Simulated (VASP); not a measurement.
A run of VASP 6.6.1 is set up as follows.

The input INCAR:

```
SYSTEM = C19O
ALGO = Normal
EDIFF = 1E-6
ENCUT = 520
ISIF = 2
ISMEAR = 0
LASPH = .True.
LCHARG = .False.
LREAL = Auto
LWAVE = .False.
NBANDS = 57
NELM = 100
PREC = Accurate
SIGMA = 0.05
```

The input KPOINTS:

```
k-points
0
Gamma
  2 2 1
  0 0 0
```

File POSCAR:

```
C19O
1.0
    7.3980000000      0.0000000000      0.0000000000
   -3.6990000000      6.4068560000      0.0000000000
    0.0000000000      0.0000000000     12.0000000000
C O
19 1
Direct
    0.0117355629      0.0004227450      0.0691221149
    0.2325388385      0.1108634535      0.0689629469
    0.0117279988      0.3317016516      0.0691584860
    0.2326045415      0.4421406543      0.0693756232
    0.0096151895      0.6650823621      0.0690808560
    0.2345795945      0.7775764004      0.0687833714
    0.3449449620     -0.0016650375      0.0685045310
    0.5659833275      0.1088513317      0.0685039771
    0.3429946553      0.3317446270      0.0693024760
    0.5679480762      0.4442225079      0.0692969089
    0.3450414090      0.6671174943      0.0692934558
    0.5659026722      0.7775477363      0.0692824061
    0.6763565973     -0.0015430974      0.0687750799
    0.9013244370      0.1109387802      0.0690723560
    0.6783942069      0.3337779388      0.0689452056
    0.8991971394      0.4441638150      0.0691059547
    0.6783389102      0.6649961050      0.0693778464
    0.8992096430      0.7754483065      0.0691740643
    0.4571518114      1.0281210420      0.3111726284
    0.4555215168      0.8773799833      0.3282096516
```

Potentials or basis: VASP PAW LDA potentials, release 64 (C, O).

The run is started by

```bash
$ cat potpaw_LDA.64/C/POTCAR potpaw_LDA.64/O/POTCAR > POTCAR
$ mpirun -np 1 vasp_std > vasp.out
```

(1) Predict the band gap on the k mesh.

(2) Estimate the largest force.

Results:

(1) 0.20 eV, direct.

(2) 1.110 eV/Å.

Caveat: the k points lie up to 0.49 Å⁻¹ apart.
